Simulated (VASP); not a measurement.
# Ti3Al (P-6m2) in VASP: a series of runs, part 2 of 2

VASP 6.6.1. The steps go on from the part before.

## (5) Single point, PBEsol (17.91 Å³/atom)

Contents of INCAR:

```
PREC = Accurate
ENCUT = 520
EDIFF = 1E-7
ISMEAR = 0
SIGMA = 0.15
LREAL = F
LASPH = T
NELM = 60
ALGO = Fast
ISIF = 2
LWAVE = F
LCHARG = F
GGA = PS
NBANDS = 28
```

Contents of KPOINTS:

```
regular mesh
0
Gamma
  18 18 6
```

Contents of POSCAR:

```
Ti3Al
1.0
    3.0313810968      0.0000000000      0.0000000000
   -1.5156905484      2.6252530384      0.0000000000
    0.0000000000      0.0000000000      9.0041112718
Ti Al
3 1
Direct
    0.6666666667      0.3333333333      0.0000000000
    0.3333333333      0.6666666667      0.7511732072
    0.3333333333      0.6666666667      0.2488267928
    0.6666666667      0.3333333333      0.5000000000
```

Potentials or basis: VASP PAW PBE potentials, release 64 (Ti_sv, Al).

Launch:

```console
> cat potpaw_PBE.64/Ti_sv/POTCAR potpaw_PBE.64/Al/POTCAR > POTCAR
> mpirun -np 1 vasp_std > vasp.out
```

OUTCAR:

```text
PREC = Accurate
   ENCUT = 520
   EDIFF = 1E-7
   ISMEAR = 0
   LREAL = F
   LASPH = T
   NELM = 60
   ISIF = 2
   GGA = PS

 ion  position               nearest neighbor table
   1  0.667  0.333  0.000-   2 2.84   3 2.84   2 2.84   3 2.84   2 2.84   3 2.84
   2  0.333  0.667  0.751-   1 2.84   1 2.84   1 2.84   4 2.86   4 2.86   4 2.86
   3  0.333  0.667  0.249-   1 2.84   1 2.84   1 2.84   4 2.86   4 2.86   4 2.86
   4  0.667  0.333  0.500-   2 2.86   3 2.86   2 2.86   3 2.86   2 2.86   3 2.86

  LATTYP: Found a hexagonal cell.
 ALAT       =     3.0313810968
 C/A-ratio  =     2.9703000000

  Lattice vectors:

 A1 = (   3.0313810968,   0.0000000000,   0.0000000000)
 A2 = (  -1.5156905484,   2.6252530384,   0.0000000000)
 A3 = (   0.0000000000,   0.0000000000,   9.0041112718)

Analysis of symmetry for initial positions (statically):
=====================================================================
 Subroutine PRICEL returns:
 Original cell was already a primitive cell.

 Routine SETGRP: Setting up the symmetry group for a
 hexagonal supercell.

[... 170 lines left out ...]
  energy without entropy =      -29.39533599  energy(sigma->0) =      -29.41679209

 E-fermi :   7.3990     XC(G=0): -11.1070

 val. band max:        7.3989332487   @ k =   0.1111   0.1111   0.0000
 cond. band min:       7.4056528445   @ k =   0.2778   0.0556   0.1667
 fundamental gap:      0.0067195958
 Fermi energy:         7.3989901223

 k-point     1 :       0.0000    0.0000    0.0000
  band No.  band energies     occupation
      1     -49.1953      2.00000
      2     -49.1418      2.00000
      3     -49.0829      2.00000
      4     -25.7969      2.00000
      5     -25.5542      2.00000
      6     -25.3132      2.00000
[... 733 lines left out ...]
     27      10.2576      0.00000
     28      10.5874      0.00000

 [... further k-points ...]

------------------------ aborting loop because EDIFF is reached ----------------------------------------

  FORCE on cell =-STRESS in cart. coord.  units (eV):
  Direction    XX          YY          ZZ          XY          YZ          ZX
  --------------------------------------------------------------------------------------
  -------------------------------------------------------------------------------------
  Total       -4.4406853     -4.4406853     -0.8852645      0.0000000      0.0000000      0.0000000
  in kB      -99.2905729    -99.2905729    -19.7938854      0.0000000      0.0000000      0.0000000
  external PRESSURE =     -72.7916770 kB  Pullay stress =       0.0000000 kB

 VOLUME and BASIS-vectors are now :
 -----------------------------------------------------------------------------
  energy-cutoff  :      520.00
  volume of cell :       71.66
      direct lattice vectors                 reciprocal lattice vectors
     3.031381097  0.000000000  0.000000000     0.329882640  0.190457831  0.000000000
    -1.515690548  2.625253038  0.000000000     0.000000000  0.380915662  0.000000000
     0.000000000  0.000000000  9.004111272     0.000000000  0.000000000  0.111060378

 POSITION                                       TOTAL-FORCE (eV/Angst)
 -----------------------------------------------------------------------------------
      1.51569      0.87508      0.00000        -0.000000     -0.000000      0.000000
     -0.00000      1.75017      6.76365        -0.000000      0.000000      0.121518
     -0.00000      1.75017      2.24046         0.000000     -0.000000     -0.121518
      1.51569      0.87508      4.50206         0.000000      0.000000      0.000000
 -----------------------------------------------------------------------------------
    total drift:                                0.000000     -0.000000      0.000000

  FREE ENERGIE OF THE ION-ELECTRON SYSTEM (eV)
  ---------------------------------------------------
  free  energy   TOTEN  =       -29.4382481903 eV

  energy  without entropy=      -29.3953359869  energy(sigma->0) =      -29.41679209
```

stdout:

```text
POSCAR found type information on POSCAR TiAl
 POSCAR found :  2 types and       4 ions
 scaLAPACK will be used
 -----------------------------------------------------------------------------
|                                                                             |
[... 60 lines left out ...]
WARNING in EDDRMM: call to ZHEGV failed, returncode =   8  4     24
WARNING in EDDRMM: call to ZHEGV failed, returncode =   8  4      6
WARNING in EDDRMM: call to ZHEGV failed, returncode =   8  4     16
WARNING in EDDRMM: call to ZHEGV failed, returncode =   6  3     15
WARNING in EDDRMM: call to ZHEGV failed, returncode =   8  4     26
 num prob  num prob  num prob  num prob  num prob  num prob  num prob  num prob  num prob  num prob  num prob  nu
```

Run time: 15 min. Hardware: 1 thread of Intel Xeon Platinum 8375C at 2.90GHz (Ice Lake), shared host; peak memory 0.37 GiB.

What came out:

```
Free energy            : -29.4382 eV
Pressure               : -7.3 GPa
Largest force          : 0.122 eV/Å
Band gap on the k mesh : zero (an odd number of electrons rules out a gap without spin polarisation)
```

Forces in eV/Å, atoms in the order of the input:
```
Ti   0.000  0.000  0.000
Ti   0.000  0.000  0.122
Ti   0.000  0.000 -0.122
Al   0.000  0.000  0.000
```

Stress tensor (GPa, compression positive):
```
-9.93  0.00  0.00
 0.00 -9.93  0.00
 0.00  0.00 -1.98
```

Caveat: the cell stands under tension; the PAW data sets were made with another functional, which shifts forces and pressure a little.

## (6) The runs side by side

```tsv
cell	gap on the mesh (eV)	pressure (GPa)	largest force (eV/Å)
a = 2.911, b = 2.911, c = 9.763 Å, angles 90.0, 90.0, 120.0°, 4 atoms	none	-7.9	0.07
a = 2.796, b = 2.796, c = 10.585 Å, angles 90.0, 90.0, 120.0°, 4 atoms	none	-7.3	0.37
a = 3.156, b = 3.156, c = 8.305 Å, angles 90.0, 90.0, 120.0°, 4 atoms	none	-5.5	0.05
a = 3.031, b = 3.031, c = 9.004 Å, angles 90.0, 90.0, 120.0°, 4 atoms	none	-7.3	0.12
```

Alike in all rows: task single point; level PBEsol; potentials or basis VASP PAW PBE potentials, release 64 (Ti_sv, Al); no spin polarisation; k mesh 18 × 18 × 6; cutoff (eV) 520; smearing gaussian 0.15 eV.

Caveats: the cell stands under tension; the PAW data sets were made with another functional, which shifts forces and pressure a little.

Total energies depend on the potentials used, so only differences within one code and one set of settings carry meaning.
